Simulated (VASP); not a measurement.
# Cl (P6_3/mmc) in VASP: a series of runs

Cl is run at these levels: PBEsol; tasks: single point.

Program: VASP 6.6.1. These are calculated values, not measurements. Logs are shortened: lines on timing, memory, paths and dates and some standing lists are left out, and cuts for length are marked.

## (1) The cell of the first run

It takes space group P6_3/mmc (No. 194, hexagonal). The conventional cell has a = 2.930 Å, b = 2.930 Å, c = 3.872 Å, α = 90.00°, β = 90.00°, γ = 120.00°. Within 3.4 Å of Cl (site symmetry -6m2) lie 12 Cl at 2.57 to 2.93 Å.

## (2) Single point, PBEsol

Contents of INCAR:

```
SYSTEM = Cl
PREC = Accurate
ENCUT = 520
EDIFF = 1E-6
ISMEAR = -1
SIGMA = 0.08
LREAL = .FALSE.
LASPH = .TRUE.
NELM = 100
ALGO = Normal
ISIF = 2
LWAVE = .FALSE.
LCHARG = .TRUE.
GGA = PS
LELF = .TRUE.
LVHAR = .TRUE.
NBANDS = 14
```

Contents of KPOINTS:

```
Automatic mesh
0
G
  15 15 8
  0 0 0
```

Contents of POSCAR:

```
Cl
1.0
    2.9301437371      0.0000000000      0.0000000000
   -1.4650718685      2.5375789130      0.0000000000
    0.0000000000      0.0000000000      3.8724671356
Cl
2
Direct
    0.3333333333      0.6666666667      0.2500000000
    0.6666666667      0.3333333333      0.7500000000
```

Potentials or basis: VASP PAW PBE potentials, release 64 (Cl).

Launch:

```bash
cat potpaw_PBE.64/Cl/POTCAR > POTCAR
mpirun -np 1 vasp_std > vasp.out
```

OUTCAR:

```text
SYSTEM = Cl
   PREC = Accurate
   ENCUT = 520
   EDIFF = 1E-6
   ISMEAR = -1
   LREAL = .FALSE.
   LASPH = .TRUE.
   NELM = 100
   ISIF = 2
   GGA = PS

 ion  position               nearest neighbor table
   1  0.333  0.667  0.250-   2 2.57   2 2.57   2 2.57   2 2.57   2 2.57   2 2.57
   2  0.667  0.333  0.750-   1 2.57   1 2.57   1 2.57   1 2.57   1 2.57   1 2.57

  LATTYP: Found a hexagonal cell.
 ALAT       =     2.9301437371
 C/A-ratio  =     1.3215963048

  Lattice vectors:

 A1 = (   2.9301437371,   0.0000000000,   0.0000000000)
 A2 = (  -1.4650718685,   2.5375789130,   0.0000000000)
 A3 = (   0.0000000000,   0.0000000000,   3.8724671356)

Analysis of symmetry for initial positions (statically):
=====================================================================
 Subroutine PRICEL returns:
 Original cell was already a primitive cell.

 Routine SETGRP: Setting up the symmetry group for a
 hexagonal supercell.

 Subroutine GETGRP returns: Found 24 space group operations
 (whereof 12 operations were pure point group operations)
 out of a pool of 24 trial point group operations.

The static configuration has the point symmetry D_3d.
 The point group associated with its full space group is D_6h.

Analysis of symmetry for dynamics (positions and initial velocities):
=====================================================================
 Subroutine PRICEL returns:
 Original cell was already a primitive cell.

 Routine SETGRP: Setting up the symmetry group for a
 hexagonal supercell.

 Subroutine GETGRP returns: Found 24 space group operations
 (whereof 12 operations were pure point group operations)
 out of a pool of 24 trial point group operations.

The dynamic configuration has the point symmetry D_3d.
 The point group associated with its full space group is D_6h.

 Subroutine INISYM returns: Found 24 space group operations
 (whereof 12 operations are pure point group operations),
 and found     1 'primitive' translations

----------------------------------------------------------------------------------------

                                     Primitive cell

  volume of cell :      28.7936

  direct lattice vectors                    reciprocal lattice vectors
     2.930143737  0.000000000  0.000000000     0.341280186  0.197038207  0.000000000
[... 88 lines left out ...]
   EDIFFG = 0.1E-04   stopping-criterion for IOM
   NSW    =      0    number of steps for IOM
   IBRION =     -1    ionic relax: 0-MD 1-quasi-New 2-CG
   NFREE  =      0    steps in history (QN), initial steepest desc. (CG)
   ISIF   =      2    stress and relaxation
   ISYM   =      2    0-nonsym 1-usesym 2-fastsym
   POTIM  = 0.5000    time-step for ionic-motion
   TEBEG  =    0.0;   TEEND  =   0.0 temperature during run
   PSTRESS=    0.0 pullay stress
   NELECT =      14.0000    total number of electrons
   NUPDOWN=      -1.0000    fix difference up-down
   EMIN   =  10.00;   EMAX   =-10.00  energy-range for DOS
   EFERMI =   0.00;   METHOD = LEGACY
   ISMEAR =    -1;   SIGMA  =   0.08  broadening in eV -4-tet -1-fermi 0-gaus
   EFERMI_NEDOS =   21; number of points for ismear=-14 and -15
   IALGO  =     38    algorithm
   IMIX   =      4    mixing-type and parameters
     AMIX     =   0.40;   BMIX     =  1.00
     AMIX_MAG =   1.60;   BMIX_MAG =  1.00
  volume/ion in A,a.u.               =      14.40        97.15
  Fermi-wavevector in a.u.,A,eV,Ry     =   1.287317  2.432676 22.547364  1.657185
  Thomas-Fermi vector in A             =   2.419338
   LORBIT       =      0    0 simple, 1 ext, 2 COOP (PROOUT), +10 PAW based schemes
   GGA     = PS    functional components
   LHFCALC =     F    Hartree Fock is set to
   AEXX    =    0.0000 exact exchange contribution
   IVDW    =     0    specifies the selected vdW correction
   LEPSILON=     F    determine dielectric tensor
   LRPA    =     F    only Hartree local field effects (RPA)
 non-spin polarized calculation
  energy-cutoff  :      520.00
  volume of cell :       28.79
 maximum number of plane-waves:       830
 NGX is ok and might be reduce to    24
   NGX = 11   NGY = 11   NGZ = 15

 number of electron      14.0000003 magnetization

 Free energy of the ion-electron system (eV)
  ---------------------------------------------------
  ext. energy  EPLUGINS =         0.00000000
  ---------------------------------------------------
  free energy    TOTEN  =        -1.92644462 eV

  energy without entropy =       -1.89006329  energy(sigma->0) =       -1.90825395

 E-fermi :   7.5192     XC(G=0): -11.7033

 val. band max:        7.5001443441   @ k =   0.3333   0.0667   0.5000
 cond. band min:       7.5277535478   @ k =   0.2667   0.2667   0.3750
 fundamental gap:      0.0276092037
 Fermi energy:         7.5192386261

 k-point     1 :       0.0000    0.0000    0.0000
  band No.  band energies     occupation
      1     -11.8008      2.00000
      2      -6.1133      2.00000
      3      -0.5117      2.00000
      4       5.7337      2.00000
      5       5.7337      2.00000
      6       7.9455      0.00966
      7       7.9455      0.00966
      8       9.8533      0.00000
      9      14.2512      0.00000
     10      18.7531      0.00000
     11      19.6632      0.00000
     12      19.6632      0.00000
     13      21.6755      0.00000
     14      21.6755      0.00000
[... 377 lines left out ...]
      1      -8.4299      2.00000
      2      -7.1989      2.00000
      3       0.6297      2.00000
      4       3.0595      2.00000
      5       3.1538      2.00000
      6       3.8066      2.00000
      7       4.7903      2.00000
      8       6.6036      1.99998
      9      14.7868      0.00000
     10      15.8857      0.00000
     11      20.6165      0.00000
     12      21.8041      0.00000
     13      22.4701      0.00000
     14      24.6989      0.00000

 [... further k-points ...]
[... 5 lines left out ...]
  --------------------------------------------------------------------------------------
  -------------------------------------------------------------------------------------
  Total        5.2615677      5.2615677      5.2689342      0.0000000      0.0000000      0.0000000
  in kB      292.7719903    292.7719903    293.1818842      0.0000000      0.0000000      0.0000000
  external PRESSURE =     292.9086216 kB  Pullay stress =       0.0000000 kB

 VOLUME and BASIS-vectors are now :
 -----------------------------------------------------------------------------
  energy-cutoff  :      520.00
  volume of cell :       28.79
      direct lattice vectors                 reciprocal lattice vectors
     2.930143737  0.000000000  0.000000000     0.341280186  0.197038207  0.000000000
    -1.465071868  2.537578913  0.000000000     0.000000000  0.394076415  0.000000000
     0.000000000  0.000000000  3.872467136     0.000000000  0.000000000  0.258233308

 POSITION                                       TOTAL-FORCE (eV/Angst)
 -----------------------------------------------------------------------------------
     -0.00000      1.69172      0.96812        -0.000000     -0.000000      0.000000
      1.46507      0.84586      2.90435         0.000000      0.000000      0.000000
 -----------------------------------------------------------------------------------
    total drift:                                0.000000     -0.000000      0.000000

  FREE ENERGIE OF THE ION-ELECTRON SYSTEM (eV)
  ---------------------------------------------------
  free  energy   TOTEN  =        -1.9264446171 eV

  energy  without entropy=       -1.8900632910  energy(sigma->0) =       -1.90825395
```

OSZICAR:

```text
N       E                     dE             d eps       ncg     rms          rms(c)
DAV:   1     0.689202190453E+02    0.68920E+02   -0.70049E+03  3796   0.923E+02
DAV:   2     0.805298031072E+00   -0.68115E+02   -0.64388E+02  5444   0.176E+02
DAV:   3    -0.192702879798E+01   -0.27323E+01   -0.27004E+01  4998   0.367E+01
DAV:   4    -0.194554887836E+01   -0.18520E-01   -0.18516E-01  4418   0.370E+00
DAV:   5    -0.194574266296E+01   -0.19378E-03   -0.19378E-03  5070   0.371E-01    0.166E+01
DAV:   6    -0.192952820695E+01    0.16214E-01   -0.13866E-02  4788   0.679E-01    0.100E+01
DAV:   7    -0.192705811428E+01    0.24701E-02   -0.20130E-02  5000   0.864E-01    0.202E-01
DAV:   8    -0.192643665229E+01    0.62146E-03   -0.21676E-03  4422   0.289E-01    0.322E-02
DAV:   9    -0.192644388782E+01   -0.72355E-05   -0.60179E-05  5070   0.506E-02    0.182E-02
DAV:  10    -0.192644489016E+01   -0.10023E-05   -0.28606E-06  3820   0.114E-02    0.112E-02
DAV:  11    -0.192644461714E+01    0.27302E-06   -0.37321E-07  2712   0.403E-03
   1 F= -.19264446E+01 E0= -.19082540E+01  d E =-.363813E-01
```

Wall time 20 s (1 thread of AMD EPYC 9R45 (Zen 5), shared host); peak memory 0.14 GiB.

Results:

| Item | Value |
| --- | --- |
| Free energy | -1.9264 eV |
| Pressure | 29.3 GPa |
| Band gap on the k mesh | zero (bands 7 and 8 overlap by 3.33 eV) |

Caveat: the cell stands under pressure; the PAW data sets were made with another functional, which shifts forces and pressure a little.

## (3) Single point, PBEsol (14.40 Å³/atom)

Contents of INCAR:

```
ALGO = Normal ; EDIFF = 1E-7
ENCUT = 520 ; GGA = PS
ISIF = 2 ; ISMEAR = -1
LASPH = T ; LCHARG = F
LREAL = F ; LWAVE = F
NBANDS = 14 ; NELM = 100
PREC = Accurate ; SIGMA = 0.08
```

Contents of KPOINTS:

```
k-points
0
Gamma
  15 15 8
```

POSCAR is that of step 2.

Potentials or basis: VASP PAW PBE potentials, release 64 (Cl).

Launch:

```bash
cat potpaw_PBE.64/Cl/POTCAR > POTCAR
mpirun -np 1 vasp_std > vasp.out
```

OUTCAR:

```text
EDIFF = 1E-7
   ENCUT = 520
   GGA = PS
   ISIF = 2
   ISMEAR = -1
   LASPH = T
   LREAL = F
   NELM = 100
   PREC = Accurate

 ion  position               nearest neighbor table
   1  0.333  0.667  0.250-   2 2.57   2 2.57   2 2.57   2 2.57   2 2.57   2 2.57
   2  0.667  0.333  0.750-   1 2.57   1 2.57   1 2.57   1 2.57   1 2.57   1 2.57

  LATTYP: Found a hexagonal cell.
 ALAT       =     2.9301437371
 C/A-ratio  =     1.3215963048

  Lattice vectors:

 A1 = (   2.9301437371,   0.0000000000,   0.0000000000)
 A2 = (  -1.4650718685,   2.5375789130,   0.0000000000)
 A3 = (   0.0000000000,   0.0000000000,   3.8724671356)

Analysis of symmetry for initial positions (statically):
=====================================================================
 Subroutine PRICEL returns:
 Original cell was already a primitive cell.

 Routine SETGRP: Setting up the symmetry group for a
 hexagonal supercell.

 Subroutine GETGRP returns: Found 24 space group operations
 (whereof 12 operations were pure point group operations)
 out of a pool of 24 trial point group operations.

The static configuration has the point symmetry D_3d.
[... 168 lines left out ...]
 Fermi energy:         7.5191573021

 k-point     1 :       0.0000    0.0000    0.0000
  band No.  band energies     occupation
      1     -11.8009      2.00000
      2      -6.1134      2.00000
      3      -0.5117      2.00000
      4       5.7336      2.00000
      5       5.7336      2.00000
      6       7.9453      0.00967
      7       7.9453      0.00967
      8       9.8533      0.00000
      9      14.2513      0.00000
     10      18.7531      0.00000
     11      19.6631      0.00000
     12      19.6631      0.00000
     13      21.6755      0.00000
     14      21.6755      0.00000
[... 377 lines left out ...]
      1      -8.4300      2.00000
      2      -7.1989      2.00000
      3       0.6296      2.00000
      4       3.0595      2.00000
      5       3.1537      2.00000
      6       3.8065      2.00000
      7       4.7903      2.00000
      8       6.6035      1.99998
      9      14.7868      0.00000
     10      15.8857      0.00000
     11      20.6165      0.00000
     12      21.8040      0.00000
     13      22.4701      0.00000
     14      24.6989      0.00000

 [... further k-points ...]
[... 5 lines left out ...]
  --------------------------------------------------------------------------------------
  -------------------------------------------------------------------------------------
  Total        5.2622371      5.2622371      5.2714351      0.0000000     -0.0000000      0.0000000
  in kB      292.8092348    292.8092348    293.3210473      0.0000000     -0.0000000      0.0000000
  external PRESSURE =     292.9798389 kB  Pullay stress =       0.0000000 kB

 VOLUME and BASIS-vectors are now :
 -----------------------------------------------------------------------------
  energy-cutoff  :      520.00
  volume of cell :       28.79
      direct lattice vectors                 reciprocal lattice vectors
     2.930143737  0.000000000  0.000000000     0.341280186  0.197038207  0.000000000
    -1.465071868  2.537578913  0.000000000     0.000000000  0.394076415  0.000000000
     0.000000000  0.000000000  3.872467136     0.000000000  0.000000000  0.258233308

 POSITION                                       TOTAL-FORCE (eV/Angst)
 -----------------------------------------------------------------------------------
     -0.00000      1.69172      0.96812        -0.000000      0.000000      0.000000
      1.46507      0.84586      2.90435         0.000000      0.000000      0.000000
 -----------------------------------------------------------------------------------
    total drift:                                0.000000     -0.000000      0.000000

  FREE ENERGIE OF THE ION-ELECTRON SYSTEM (eV)
  ---------------------------------------------------
  free  energy   TOTEN  =        -1.9264445291 eV

  energy  without entropy=       -1.8900626095  energy(sigma->0) =       -1.90825357
```

OSZICAR:

```text
N       E                     dE             d eps       ncg     rms          rms(c)
DAV:   1     0.689202190453E+02    0.68920E+02   -0.70049E+03  3796   0.923E+02
DAV:   2     0.805298031072E+00   -0.68115E+02   -0.64388E+02  5444   0.176E+02
DAV:   3    -0.192702879798E+01   -0.27323E+01   -0.27004E+01  4998   0.367E+01
DAV:   4    -0.194554887836E+01   -0.18520E-01   -0.18516E-01  4418   0.370E+00
DAV:   5    -0.194574266296E+01   -0.19378E-03   -0.19378E-03  5070   0.371E-01    0.166E+01
DAV:   6    -0.192952820695E+01    0.16214E-01   -0.13866E-02  4788   0.679E-01    0.100E+01
DAV:   7    -0.192705811428E+01    0.24701E-02   -0.20130E-02  5000   0.864E-01    0.202E-01
DAV:   8    -0.192643665229E+01    0.62146E-03   -0.21676E-03  4422   0.289E-01    0.322E-02
DAV:   9    -0.192644388782E+01   -0.72355E-05   -0.60179E-05  5070   0.506E-02    0.182E-02
DAV:  10    -0.192644489599E+01   -0.10082E-05   -0.29186E-06  4482   0.114E-02    0.112E-02
DAV:  11    -0.192644461737E+01    0.27862E-06   -0.37740E-07  4684   0.389E-03    0.196E-03
DAV:  12    -0.192644452913E+01    0.88240E-07   -0.64538E-08  2670   0.170E-03
   1 F= -.19264445E+01 E0= -.19082536E+01  d E =-.363819E-01
```

stdout:

```text
POSCAR found type information on POSCAR Cl
 POSCAR found :  1 types and       2 ions
 scaLAPACK will be used
 -----------------------------------------------------------------------------
|                                                                             |
|                                                                             |
|     You enforced a specific xc type in the INCAR file but a different       |
|     I HOPE YOU KNOW WHAT YOU ARE DOING!                                     |
|                                                                             |
 -----------------------------------------------------------------------------

 LDA part: xc-table for (Slater+PW92), standard interpolation
 POSCAR, INCAR and KPOINTS ok, starting setup
 FFT: planning ... GRIDC
 FFT: planning ... GRID_SOFT
 FFT: planning ... GRID
 WAVECAR not read
 entering main loop
```

Wall time 21 s (1 thread of AMD EPYC 9R45 (Zen 5), shared host); peak memory 0.14 GiB.

What came out:

```yaml
Free_energy: -1.9264 eV
Pressure: 29.3 GPa
Band_gap_on_the_k_mesh: zero (bands 7 and 8 overlap by 3.33 eV)
```

Caveat: the cell stands under pressure; the PAW data sets were made with another functional, which shifts forces and pressure a little.

## (4) Single point, PBEsol

This run uses another cell than the first one, of 16.45 Å³/atom.

Contents of INCAR:

```
PREC = Accurate
ENCUT = 520
EDIFF = 1E-6
ISMEAR = -1
SIGMA = 0.08
LREAL = False
LASPH = True
NELM = 80
ALGO = Normal
ISIF = 2
LWAVE = False
LCHARG = False
GGA = PS
NBANDS = 14
```

Contents of KPOINTS:

```
regular mesh
0
Gamma
  15 15 8
```

Contents of POSCAR:

```
Cl
1.0
    3.1264150022      0.0000000000      0.0000000000
   -1.5632075011      2.7075548147      0.0000000000
    0.0000000000      0.0000000000      3.8874452514
Cl
2
Direct
    0.3333333333      0.6666666667      0.2500000000
    0.6666666667      0.3333333333      0.7500000000
```

Launch:

```bash
cat potpaw_PBE.64/Cl/POTCAR > POTCAR
mpirun -np 1 vasp_std > vasp.out
```

Run time: 16 s. Hardware: 1 thread of AMD EPYC 9R45 (Zen 5), shared host; peak memory 0.14 GiB.

It converged, with:

```yaml
Free_energy: -2.4575 eV
Pressure: 13.5 GPa
Band_gap_on_the_k_mesh: zero (bands 7 and 8 overlap by 2.52 eV)
```

Levels at points of the mesh, in eV from the Fermi level:
```tsv
k point	band 3	band 4	band 5	band 6	band 7	band 8	band 9	band 10	band 11	band 12
(0.00, 0.00, 0.00)	-6.65	-2.06	-2.06	0.09	0.09	1.78	6.61	10.06	12.04	12.04
(0.00, 0.00, 0.50)	-2.20	-2.20	-1.00	-1.00	-1.00	-1.00	10.03	10.03	11.03	11.03
```

Caveat: the cell stands under pressure; the PAW data sets were made with another functional, which shifts forces and pressure a little.

## (5) Single point, PBEsol (16.45 Å³/atom)

This run uses another cell than the first one, of 16.45 Å³/atom.

Contents of INCAR:

```
SYSTEM = Cl
ALGO = Normal
EDIFF = 1E-6
ENCUT = 520
GGA = PS
ISIF = 2
ISMEAR = -1
LASPH = .True.
LCHARG = .False.
LREAL = .False.
LWAVE = .False.
NBANDS = 14
NELM = 80
PREC = Accurate
SIGMA = 0.08
```

Contents of KPOINTS:

```
k-points
0
Gamma
  15 15 8
  0 0 0
```

POSCAR is that of step 4.

Launch:

```bash
cat potpaw_PBE.64/Cl/POTCAR > POTCAR
mpirun -np 1 vasp_std > vasp.out
```

It took 16 s on 1 thread of AMD EPYC 9R45 (Zen 5), shared host; peak memory 0.14 GiB.

Results (log left out):

| Quantity | Value |
| --- | --- |
| Free energy | -2.4575 eV |
| Pressure | 13.5 GPa |
| Band gap on the k mesh | zero (bands 7 and 8 overlap by 2.52 eV) |

Levels at points of the mesh, in eV from the Fermi level:
```csv
k point,band 5,band 6,band 7,band 8,band 9,band 10
"(0.00, 0.00, 0.00)",-2.06,0.09,0.09,1.78,6.61,10.06
"(0.00, 0.00, 0.50)",-1.00,-1.00,-1.00,-1.00,10.03,10.03
```

Caveat: the cell stands under pressure; the PAW data sets were made with another functional, which shifts forces and pressure a little.

The gap in the log of VASP goes by the Fermi energy; the results here count the filled bands.